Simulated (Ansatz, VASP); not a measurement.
Two plane-wave programs on W

File INCAR:

```
SYSTEM = W
ALGO = Fast
EDIFF = 1E-6
ENCUT = 520
GGA = PE
ISIF = 2
ISMEAR = -1
LASPH = .TRUE.
LCHARG = .FALSE.
LREAL = .FALSE.
LWAVE = .FALSE.
NBANDS = 36
NELM = 60
PREC = Accurate
SIGMA = 0.05
```

KPOINTS

```
k-points
0
G
  9 6 6
  0 0 0
```

POSCAR

```
W
1.0
    2.8096620000      0.0000000000      0.0000000000
    0.0000000000      4.8638700000      0.0000000000
    0.0000000000      0.0000000000      4.9236950000
W
4
Direct
    0.7931720000      0.9368430000      0.7500000000
    0.2068280000      0.4368430000      0.7500000000
    0.2068280000      0.0631570000      0.2500000000
    0.7931720000      0.5631570000      0.2500000000
```

File input.yaml:

```yaml
crystal:
  lattice:
    - [2.809662, 0.0, 0.0]
    - [0.0, 4.86387, 0.0]
    - [0.0, 0.0, 4.923695]
  atoms:
    - { symbol: W, position: [0.793172, 0.936843, 0.75] }
    - { symbol: W, position: [0.206828, 0.436843, 0.75] }
    - { symbol: W, position: [0.206828, 0.063157, 0.25] }
    - { symbol: W, position: [0.793172, 0.563157, 0.25] }
hamiltonian:
  xc: pbe
  pseudopotentials: { kind: paw }
kpoints:
  mp_grid: { grid: [9, 6, 6] }
scf:
  occupations: { method: fermi_dirac, width: 0.05 }
output:
  forces: true
  stress: true
  eigenvalues: true
```

Alike in both runs: task single point; functional PBE; k mesh 9 × 6 × 6; occupations fermi-dirac, width 0.05 eV; no spin polarisation.

```csv
,VASP,Ansatz
version,VASP 6.6.1,Ansatz 0.2.0
potentials or method,"VASP PAW PBE potentials, release 64 (W_sv)",Ansatz PAW
plane-wave cutoff (eV),520,420
valence electrons in the cell,56,56
```

VASP gave:

```
gap on the k mesh at the Fermi level (eV)                     : none
pressure (GPa)                                                : -2.3
traceless stress, the component that is largest in VASP (GPa) : 0.69
rms of the force components (eV/Å)                            : 0.054
```

Problem. Which values does Ansatz return?

Solution. gap on the k mesh at the Fermi level (eV): none; pressure (GPa): -2.7; traceless stress, the component that is largest in VASP (GPa): 0.73; rms of the force components (eV/Å): 0.052.

Atom by atom the forces differ by 0.004 eV/Å (rms over components). A gap of «none» marks a metal or a gap that the smearing closes. With one functional, cell and mesh, what is left measures potentials, basis and numerics.

Neither program's run includes spin-orbit coupling.
